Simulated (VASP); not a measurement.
# MgO (P1) in VASP: notebook

Runs on MgO. Level: PBEsol. Tasks: single point.

Program: VASP 6.6.1. These are calculated values, not measurements. Logs are shortened: lines on timing, memory, paths and dates and some standing lists are left out, and cuts for length are marked.

### 1 The cell of the first run

The typed cell holds 24 atoms: a = 5.946 Å, b = 5.946 Å, c = 8.919 Å, α = 60.00°, β = 60.00°, γ = 60.00°.

### 2 Single point, PBEsol

Input file INCAR:

```
SYSTEM = MgO
  PREC = Accurate
  ENCUT = 520
  EDIFF = 1E-6
  ISMEAR = -1
  SIGMA = 0.02
  LREAL = .FALSE.
  LASPH = .TRUE.
  NELM = 120
  ALGO = Normal
  ISIF = 2
  LWAVE = .FALSE.
  LCHARG = .FALSE.
  GGA = PS
  NBANDS = 66
  GGA_COMPAT = .FALSE.
```

Input file KPOINTS:

```
regular mesh
0
G
  4 4 2
  0 0 0
```

Input file POSCAR:

```
MgO
1.0
    0.0000000000      4.2043348337      4.2043348337
    4.2043348337      0.0000000000      4.2043348337
    6.3065022505      6.3065022505      0.0000000000
Mg O
12 12
Direct
   -0.0002962419      0.0033029006     -0.0027155306
   -0.0009292790     -0.0018064689      0.3354515571
   -0.0039625769      0.0069789874      0.6661721241
    0.0013170930      0.5021965622     -0.0039843798
   -0.0005780938      0.4981697659      0.3332391580
   -0.0043620455      0.5034538360      0.6646623332
    0.5007818319     -0.0017440333      0.0024093387
    0.5016206091      0.0008239115      0.3311954737
    0.5044568484     -0.0012842697      0.6624530261
    0.4986369028      0.5021468516     -0.0013596285
    0.4954145144      0.4884224452      0.3372093461
    0.4978556853      0.5010697490      0.6635254906
    0.2514680780      0.2472828738      0.1680652694
    0.2559974509      0.2476665254      0.4986429680
    0.2513440394      0.2520732867      0.8387835745
    0.2484501214      0.7491837888      0.1691367826
    0.2439705781      0.7576727654      0.4960797405
    0.2490855371      0.7534789985      0.8322050467
    0.7541684060      0.2472468395      0.1696132749
    0.7599688480      0.2413667180      0.5013045860
    0.7496565152      0.2519045323      0.8361379717
    0.7506473972      0.7475934064      0.1693596478
    0.7517014284      0.7501511237      0.4999599421
    0.7472725471      0.7511135827      0.8330386308
```

Potentials or basis: VASP PAW PBE potentials, release 64 (Mg, O).

Started as:

```console
$ cat potpaw_PBE.64/Mg/POTCAR potpaw_PBE.64/O/POTCAR > POTCAR
$ mpirun -np 1 vasp_std > vasp.out
```

OUTCAR:

```text
SYSTEM = MgO
   PREC = Accurate
   ENCUT = 520
   EDIFF = 1E-6
   ISMEAR = -1
   LREAL = .FALSE.
   LASPH = .TRUE.
   NELM = 120
   ISIF = 2
   GGA = PS

 ion  position               nearest neighbor table
   1  1.000  0.003  0.997-  21 2.07  18 2.09  15 2.11  19 2.11  22 2.12  16 2.13   3 2.95   7 2.96
                             4 2.97   8 2.97   6 2.97  10 2.97  10 2.97   4 2.98   7 2.99   9 2.99
   2  0.999  0.998  0.335-  17 2.04  20 2.07  19 2.08  23 2.08  16 2.10  13 2.11   9 2.93   6 2.94
                            11 2.96   5 2.96   3 2.97   8 2.97   7 2.98   8 2.98   5 2.98  11 2.99
   3  0.996  0.007  0.666-  20 2.03  21 2.10  14 2.11  18 2.11  17 2.12  24 2.12   6 2.94   5 2.95
                            12 2.95   1 2.95   9 2.96   2 2.97   4 2.97   7 2.97   9 2.98  12 3.00
   4  0.001  0.502  0.996-  15 2.04  24 2.10  18 2.10  19 2.11  22 2.13  13 2.14  12 2.96   7 2.96
                             1 2.97   6 2.97  10 2.97   3 2.97  10 2.98   1 2.98   7 2.98   5 2.99
   5  0.999  0.498  0.333-  22 2.08  20 2.09  13 2.10  16 2.10  23 2.11  14 2.12  11 2.94   3 2.95
                             6 2.96   2 2.96  12 2.96   8 2.97   8 2.97  10 2.98   2 2.98   4 2.99
   6  0.996  0.503  0.665-  23 2.06  21 2.09  24 2.10  17 2.11  14 2.12  15 2.17   9 2.93   2 2.94
                             3 2.94  11 2.95   5 2.96  10 2.97   4 2.97   1 2.97  12 2.97  12 2.97
   7  0.501  0.998  0.002-  15 2.08  13 2.09  22 2.10  24 2.11  16 2.11  21 2.11   8 2.94   1 2.96
                             4 2.96   3 2.97  10 2.97  10 2.97   2 2.98   4 2.98   1 2.99  12 3.01
   8  0.502  0.001  0.331-  13 2.08  22 2.09  14 2.09  19 2.10  17 2.11  23 2.12  11 2.91   7 2.94
                             9 2.96  12 2.97   2 2.97   1 2.97   5 2.97  10 2.97   5 2.97   2 2.98
   9  0.504  0.999  0.662-  23 2.07  14 2.08  20 2.10  24 2.10  18 2.11  15 2.18  11 2.91   2 2.93
[... 5 lines left out ...]
  12  0.498  0.501  0.664-  15 2.09  23 2.11  20 2.12  17 2.12  18 2.13  21 2.15   3 2.95  11 2.96
                             4 2.96   5 2.96   8 2.97   6 2.97   9 2.97   9 2.97   6 2.97  10 2.99
  13  0.251  0.247  0.168-   8 2.08   7 2.09   5 2.10   2 2.11  10 2.11   4 2.14
  14  0.256  0.248  0.499-  11 2.02   9 2.08   8 2.09   3 2.11   5 2.12   6 2.12
  15  0.251  0.252  0.839-   4 2.04   7 2.08  12 2.09   1 2.11   6 2.17   9 2.18
  16  0.248  0.749  0.169-   2 2.10  11 2.10   5 2.10   7 2.11  10 2.11   1 2.13
  17  0.244  0.758  0.496-   2 2.04   8 2.11   6 2.11   3 2.12  12 2.12  11 2.14
  18  0.249  0.753  0.832-   1 2.09   4 2.10  10 2.10   9 2.11   3 2.11  12 2.13
  19  0.754  0.247  0.170-  11 2.07   2 2.08   8 2.10   4 2.11   1 2.11  10 2.15
  20  0.760  0.241  0.501-   3 2.03   2 2.07   5 2.09   9 2.10  12 2.12  11 2.15
  21  0.750  0.252  0.836-   1 2.07  10 2.08   6 2.09   3 2.10   7 2.11  12 2.15
  22  0.751  0.748  0.169-   5 2.08   8 2.09   7 2.10   1 2.12   4 2.13  11 2.16
  23  0.752  0.750  0.500-   6 2.06   9 2.07   2 2.08   5 2.11  12 2.11   8 2.12
  24  0.747  0.751  0.833-  10 2.09   4 2.10   9 2.10   6 2.10   7 2.11   3 2.12

  LATTYP: Found a face centered orthorhombic cell.
 ALAT       =     5.9458273426
 B/A-ratio  =     1.7320508076
 C/A-ratio  =     2.4494897428

  Lattice vectors:

 A1 = (   6.3065022505,   6.3065022505,   0.0000000000)
 A2 = (   2.1021674168,   6.3065022505,  -4.2043348337)
 A3 = (   0.0000000000,   4.2043348337,   4.2043348337)

Analysis of symmetry for initial positions (statically):
=====================================================================
 Subroutine PRICEL returns:
 Original cell was already a primitive cell.

 Routine SETGRP: Setting up the symmetry group for a
 face centered orthorhombic supercell.

 Subroutine GETGRP returns: Found  1 space group operations
 (whereof  1 operations were pure point group operations)
 out of a pool of  8 trial point group operations.

The static configuration has the point symmetry C_1 .

Analysis of symmetry for dynamics (positions and initial velocities):
[... 45 lines left out ...]
   TEBEG  =    0.0;   TEEND  =   0.0 temperature during run
   PSTRESS=    0.0 pullay stress
   NELECT =      96.0000    total number of electrons
   NUPDOWN=      -1.0000    fix difference up-down
   EMIN   =  10.00;   EMAX   =-10.00  energy-range for DOS
   EFERMI =   0.00;   METHOD = LEGACY
   ISMEAR =    -1;   SIGMA  =   0.02  broadening in eV -4-tet -1-fermi 0-gaus
   EFERMI_NEDOS =   21; number of points for ismear=-14 and -15
   IALGO  =     38    algorithm
   IMIX   =      4    mixing-type and parameters
     AMIX     =   0.40;   BMIX     =  1.00
     AMIX_MAG =   1.60;   BMIX_MAG =  1.00
  volume/ion in A,a.u.               =       9.29        62.69
  Fermi-wavevector in a.u.,A,eV,Ry     =   1.236216  2.336109 20.792816  1.528229
  Thomas-Fermi vector in A             =   2.370833
   LORBIT       =      0    0 simple, 1 ext, 2 COOP (PROOUT), +10 PAW based schemes
   GGA     = PS    functional components
   LHFCALC =     F    Hartree Fock is set to
   AEXX    =    0.0000 exact exchange contribution
   IVDW    =     0    specifies the selected vdW correction
   LEPSILON=     F    determine dielectric tensor
   LRPA    =     F    only Hartree local field effects (RPA)
 non-spin polarized calculation
  energy-cutoff  :      520.00
  volume of cell :      222.95
 maximum number of plane-waves:      6024
 NGX is ok and might be reduce to    48
   NGX = 23   NGY = 23   NGZ = 33

 number of electron      96.0000004 magnetization

 Free energy of the ion-electron system (eV)
  ---------------------------------------------------
  ext. energy  EPLUGINS =         0.00000000
  ---------------------------------------------------
  free energy    TOTEN  =      -149.98531555 eV

  energy without entropy =     -149.98531555  energy(sigma->0) =     -149.98531555

 E-fermi :   3.6508     XC(G=0): -11.3361

 val. band max:        3.1458932620   @ k =   0.0000   0.0000   0.0000
 cond. band min:       7.7822181541   @ k =   0.0000   0.0000   0.0000
 fundamental gap:      4.6363248921
 Fermi energy:         3.6508240704

 k-point     1 :       0.0000    0.0000    0.0000
  band No.  band energies     occupation
      1     -14.1427      2.00000
      2     -13.2663      2.00000
      3     -13.0937      2.00000
      4     -12.9087      2.00000
      5     -12.8578      2.00000
      6     -12.7939      2.00000
[... 1249 lines left out ...]
     59      13.7516      0.00000
     60      13.8344      0.00000
 [bands above 60 left out]

------------------------ aborting loop because EDIFF is reached ----------------------------------------

  FORCE on cell =-STRESS in cart. coord.  units (eV):
  Direction    XX          YY          ZZ          XY          YZ          ZX
  --------------------------------------------------------------------------------------
  -------------------------------------------------------------------------------------
  Total        1.2136059      1.4364626      1.1222271     -0.0307689     -0.0096361      0.0115250
  in kB        8.7211774     10.3226636      8.0645140     -0.2211107     -0.0692465      0.0828207
  external PRESSURE =       9.0361183 kB  Pullay stress =       0.0000000 kB

 VOLUME and BASIS-vectors are now :
 -----------------------------------------------------------------------------
  energy-cutoff  :      520.00
  volume of cell :      222.95
      direct lattice vectors                 reciprocal lattice vectors
     0.000000000  4.204334834  4.204334834    -0.118924876  0.118924876  0.118924876
     4.204334834  0.000000000  4.204334834     0.118924876 -0.118924876  0.118924876
     6.306502251  6.306502251  0.000000000     0.079283251  0.079283251 -0.079283251

 POSITION                                       TOTAL-FORCE (eV/Angst)
 -----------------------------------------------------------------------------------
      6.30326     10.49247      4.21698         0.152178      0.410818     -0.070134
      6.31227      6.31595      8.39717        -0.312287     -0.122075      0.308161
      4.23056      8.38889      4.21702        -0.254781      0.326729     -0.143695
      8.39278      6.28691      2.11694         0.314760      0.286474     -0.177078
      4.19605      6.30348      6.29638        -0.118695     -0.167100      0.197101
      6.30838      8.37769      6.30268         0.132422      0.325458      0.110883
[... 16 lines left out ...]
      6.30688      6.31340      6.31429        -0.111485     -0.095932     -0.322510
      8.41149      8.39534      6.29972         0.007955      0.089990      0.110047
 -----------------------------------------------------------------------------------
    total drift:                               -0.000163     -0.000350     -0.000029

  FREE ENERGIE OF THE ION-ELECTRON SYSTEM (eV)
  ---------------------------------------------------
  free  energy   TOTEN  =      -149.9853155461 eV

  energy  without entropy=     -149.9853155461  energy(sigma->0) =     -149.98531555
```

Run time: 14 min. Hardware: 1 thread of Oxide Virtual Turin-like, shared host; peak memory 0.48 GiB.

What came out:

* Free energy: -149.9853 eV
* Pressure: 0.9 GPa
* Largest force: 0.917 eV/Å
* Band gap on the k mesh: 4.64 eV

Forces on the atoms (eV/Å):
```
Mg   0.152  0.411 -0.070
Mg  -0.312 -0.122  0.308
Mg  -0.255  0.327 -0.144
Mg   0.315  0.286 -0.177
Mg  -0.119 -0.167  0.197
Mg   0.132  0.325  0.111
Mg   0.060 -0.018 -0.150
Mg  -0.192 -0.026 -0.139
Mg   0.374  0.251 -0.226
Mg   0.172  0.114 -0.086
Mg   0.153 -0.159  0.890
Mg   0.237  0.113 -0.005
O    0.080 -0.090  0.221
O    0.305 -0.030 -0.266
O   -0.576 -0.540  0.033
O   -0.257 -0.045 -0.014
O   -0.148  0.766 -0.203
O   -0.082 -0.091  0.042
O   -0.054 -0.371 -0.087
O    0.530 -0.562 -0.123
O   -0.271 -0.212  0.086
O   -0.143 -0.154  0.014
O   -0.111 -0.096 -0.323
O    0.008  0.090  0.110
```

Stress tensor (GPa, compression positive):
```
 0.87 -0.02  0.01
-0.02  1.03 -0.01
 0.01 -0.01  0.81
```

Caveat: the k points lie up to 0.43 Å⁻¹ apart; the atoms stand as in a frame of molecular dynamics; the PAW data sets were made with another functional, which shifts forces and pressure a little.

### 3 Single point, PBEsol

Input file INCAR:

```
ALGO = Normal
EDIFF = 1E-6
ENCUT = 520
GGA = PS
GGA_COMPAT = False
ISIF = 2
ISMEAR = -1
LASPH = True
LCHARG = False
LREAL = False
LWAVE = False
NBANDS = 66
NELM = 120
PREC = Accurate
SIGMA = 0.02
```

Input file KPOINTS:

```
k-points
0
Gamma
  4 4 2
```

Input file POSCAR:

```
MgO
1.0
    0.0000000000      4.2043348337      4.2043348337
    4.2043348337      0.0000000000      4.2043348337
    6.3065022505      6.3065022505      0.0000000000
Mg O
12 12
Direct
   -0.0009323710      0.0054615060     -0.0025021794
    0.0021924990     -0.0048345341      0.3355682621
   -0.0038573284      0.0100197776      0.6649699522
    0.0021649084      0.5031835198     -0.0058479326
    0.0005776181      0.4982199522      0.3315260055
   -0.0070228707      0.5067038151      0.6633446455
    0.4988403833     -0.0024843407      0.0045698866
    0.5017975693      0.0011821133      0.3297537870
    0.5081689695     -0.0022085539      0.6606945236
    0.4952136503      0.5049386131     -0.0028779820
    0.4939138014      0.4826166517      0.3386354139
    0.4962086947      0.5022496027      0.6611665761
    0.2492143327      0.2491760389      0.1678313046
    0.2563133153      0.2489991976      0.4999241854
    0.2534299817      0.2543559308      0.8371522423
    0.2468369055      0.7448369656      0.1700624145
    0.2439193215      0.7578555529      0.4958541797
    0.2488901435      0.7567726230      0.8303096220
    0.7568431454      0.2454892488      0.1712274026
    0.7616755389      0.2401319210      0.5042238746
    0.7477607337      0.2557663798      0.8359537967
    0.7525506710      0.7481145352      0.1692974897
    0.7521965127      0.7488939689      0.4984495169
    0.7451533058      0.7545383813      0.8311271116
```

Potentials or basis: VASP PAW PBE potentials, release 64 (Mg, O).

Started as:

```console
$ cat potpaw_PBE.64/Mg/POTCAR potpaw_PBE.64/O/POTCAR > POTCAR
$ mpirun -np 1 vasp_std > vasp.out
```

It took 14 min on 1 thread of Oxide Virtual Turin-like, shared host; peak memory 0.48 GiB.

Results (log left out):

* Free energy: -149.8814 eV
* Pressure: 1.1 GPa
* Largest force: 1.286 eV/Å
* Band gap on the k mesh: 4.64 eV

Forces in eV/Å, atoms in the order of the input:
```
Mg   0.045  0.290 -0.033
Mg  -0.177 -0.253  0.263
Mg  -0.147  0.497 -0.213
Mg   0.397  0.222 -0.183
Mg  -0.003 -0.173  0.036
Mg   0.114  0.479  0.032
Mg  -0.107 -0.111  0.028
Mg  -0.167  0.100 -0.149
Mg   0.531  0.205 -0.331
Mg   0.089  0.190  0.009
Mg   0.232 -0.105  1.261
Mg   0.320  0.290  0.038
O   -0.045  0.060  0.205
O    0.095 -0.126 -0.387
O   -0.489 -0.521 -0.182
O   -0.179  0.017  0.297
O   -0.203  0.704 -0.152
O   -0.058 -0.077 -0.055
O   -0.077 -0.553 -0.113
O    0.270 -0.897 -0.087
O   -0.306 -0.096  0.013
O   -0.180 -0.360 -0.112
O    0.009 -0.106 -0.227
O    0.034  0.324  0.044
```

Stress tensor (GPa, compression positive):
```
 0.98 -0.04  0.01
-0.04  1.37 -0.04
 0.01 -0.04  1.07
```

Levels at points of the mesh, in eV from the valence-band top:
```csv
k point,band 44,band 45,band 46,band 47,band 48,band 49,band 50,band 51,band 52,band 53
"(0.00, 0.00, 0.00)",-0.46,-0.45,-0.03,-0.02,0.00,4.64,7.47,7.59,7.73,7.74
"(0.50, 0.00, 0.00)",-0.77,-0.39,-0.39,-0.36,-0.34,6.97,7.00,8.70,8.75,9.29
"(0.00, 0.50, 0.00)",-0.79,-0.43,-0.37,-0.34,-0.31,6.95,7.01,8.68,8.73,9.28
"(0.50, 0.50, 0.00)",-0.70,-0.69,-0.66,-0.41,-0.37,7.49,7.51,7.96,7.99,9.30
"(0.00, 0.00, 0.50)",-0.68,-0.27,-0.24,-0.15,-0.11,6.03,6.10,7.72,7.74,8.76
"(0.50, 0.00, 0.50)",-0.62,-0.61,-0.60,-0.49,-0.45,7.31,7.44,8.41,8.45,9.28
"(0.00, 0.50, 0.50)",-0.65,-0.61,-0.59,-0.47,-0.43,7.34,7.40,8.39,8.45,9.29
"(0.50, 0.50, 0.50)",-0.68,-0.45,-0.44,-0.42,-0.39,6.97,6.99,9.10,9.22,9.28
```

Caveat: the k points lie up to 0.43 Å⁻¹ apart; the atoms stand as in a frame of molecular dynamics; the PAW data sets were made with another functional, which shifts forces and pressure a little.

### 4 Single point, PBEsol

INCAR is that of step 3.

KPOINTS is that of step 3.

Input file POSCAR:

```
MgO
1.0
    0.0000000000      4.2043348337      4.2043348337
    4.2043348337      0.0000000000      4.2043348337
    6.3065022505      6.3065022505      0.0000000000
Mg O
12 12
Direct
    0.0006374373      0.0061593572     -0.0022067700
    0.0067152121     -0.0049960341      0.3324873150
   -0.0011988817      0.0084356983      0.6653088088
   -0.0000606517      0.5036732524     -0.0046104796
    0.0004451358      0.5003282524      0.3291597176
   -0.0074705040      0.5086296845      0.6626789834
    0.4967113902     -0.0031153561      0.0078374665
    0.5020456466      0.0014646788      0.3301370423
    0.5111877586     -0.0042476398      0.6624465249
    0.4935897311      0.5054089610     -0.0028319184
    0.4953940593      0.4851460649      0.3370506210
    0.4950602372      0.5033990117      0.6615495935
    0.2475120420      0.2512786307      0.1657498021
    0.2512628137      0.2528411846      0.5022762023
    0.2533883580      0.2568188650      0.8322994731
    0.2471827390      0.7365505181      0.1702771136
    0.2504950347      0.7495987177      0.4974462666
    0.2474107180      0.7590612133      0.8301960884
    0.7556140568      0.2469968594      0.1704685826
    0.7573329970      0.2447358597      0.5025992815
    0.7474351174      0.2574929312      0.8340888960
    0.7518243967      0.7486954832      0.1690674890
    0.7515267278      0.7452356018      0.4965026374
    0.7451830370      0.7569475615      0.8301776154
```

Started as:

```console
$ cat potpaw_PBE.64/Mg/POTCAR potpaw_PBE.64/O/POTCAR > POTCAR
$ mpirun -np 1 vasp_std > vasp.out
```

Run time: 12 min. Hardware: 1 thread of Oxide Virtual Turin-like, shared host; peak memory 0.48 GiB.

Results (log left out):

```yaml
Free_energy: -149.9185 eV
Pressure: 1.0 GPa
Largest_force: 0.891 eV/Å
Band_gap_on_the_k_mesh: 4.66 eV
```

Forces in eV/Å, atoms in the order of the input:
```
Mg  -0.078 -0.027 -0.027
Mg   0.128 -0.151 -0.100
Mg  -0.004  0.182 -0.124
Mg   0.187  0.054 -0.027
Mg   0.142  0.059 -0.306
Mg  -0.068  0.508 -0.068
Mg  -0.415 -0.350  0.316
Mg  -0.019  0.189 -0.175
Mg   0.523 -0.225 -0.228
Mg  -0.139  0.166  0.112
Mg   0.262  0.139  0.840
Mg   0.129  0.391  0.025
O   -0.122  0.252  0.038
O   -0.410 -0.120 -0.278
O   -0.103 -0.087 -0.417
O    0.208 -0.068  0.792
O    0.083 -0.033  0.060
O   -0.103  0.064 -0.131
O   -0.195 -0.446 -0.099
O   -0.144 -0.470 -0.069
O   -0.114  0.045 -0.141
O   -0.175 -0.494 -0.084
O    0.379 -0.002  0.161
O    0.047  0.423 -0.070
```

Stress tensor (GPa, compression positive):
```
 0.91 -0.02 -0.01
-0.02  1.12 -0.03
-0.01 -0.03  1.08
```

Levels at points of the mesh, in eV from the valence-band top:
```tsv
k point	band 46	band 47	band 48	band 49	band 50	band 51
(0.00, 0.00, 0.00)	-0.01	-0.01	0.00	4.66	7.52	7.57
(0.50, 0.00, 0.00)	-0.36	-0.35	-0.32	6.98	7.02	8.72
(0.00, 0.50, 0.00)	-0.37	-0.35	-0.30	6.99	7.01	8.71
(0.50, 0.50, 0.00)	-0.64	-0.39	-0.37	7.50	7.54	8.01
(0.00, 0.00, 0.50)	-0.23	-0.13	-0.13	6.05	6.11	7.75
(0.50, 0.00, 0.50)	-0.55	-0.49	-0.45	7.34	7.44	8.42
(0.00, 0.50, 0.50)	-0.56	-0.53	-0.41	7.36	7.42	8.41
(0.50, 0.50, 0.50)	-0.42	-0.41	-0.38	6.98	7.03	9.22
```

Caveat: the k points lie up to 0.43 Å⁻¹ apart; the atoms stand as in a frame of molecular dynamics; the PAW data sets were made with another functional, which shifts forces and pressure a little.

### 5 Overview

| cell | gap on the mesh (eV) | pressure (GPa) | largest force (eV/Å) |
| --- | --- | --- | --- |
| as given, atomic positions A | 4.64 | 0.9 | 0.92 |
| as given, atomic positions B | 4.64 | 1.1 | 1.29 |
| as given, atomic positions C | 4.66 | 1.0 | 0.89 |

Alike in all rows: task single point; level PBEsol; potentials or basis VASP PAW PBE potentials, release 64 (Mg, O); no spin polarisation; k mesh 4 × 4 × 2; cutoff (eV) 520; smearing fermi-dirac 0.02 eV.

Caveats: all runs use coarse meshes; the atoms stand as in a frame of molecular dynamics; the PAW data sets were made with another functional, which shifts forces and pressure a little.

Absolute energies hang on the potentials; compare differences alone.
